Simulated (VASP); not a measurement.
Ir:

```
CELL_PARAMETERS angstrom
0.00000 1.84291 1.84291
1.84291 0.00000 1.84291
1.84291 1.84291 0.00000
ATOMIC_POSITIONS crystal
Ir 0.00000 0.00000 0.00000
```

This cell differs from its parent crystal: strain -0.040 along x and y, -0.040 along z.

Base run:

- Program: VASP 6.6.1
- Functional: r2SCAN
- Potentials or basis: VASP PAW PBE potentials, release 64 (Ir_sv_GW)
- Cutoff: 550 eV
- k mesh: 22 × 22 × 22
- Occupations: gaussian, width 0.15 eV
- Spin: no spin polarisation

Its results: pressure 63.1 GPa.

Problem. The run is repeated on the same cell with these changes: potentials or basis from VASP PAW PBE potentials, release 64 (Ir_sv_GW) to VASP PAW PBE potentials, release 64 (Ir); cutoff from 550 eV to 520 eV; further incar settings from ALGO = Normal; EDIFF = 1e-06; NBANDS = 14 to ALGO = Normal; EDIFF = 1e-07; NBANDS = 10; valence electrons from 17 to 9. What comes out?

Solution. Pressure 70.5 GPa.

Caveats: the PAW data sets were made with another functional, which shifts forces and pressure a little.
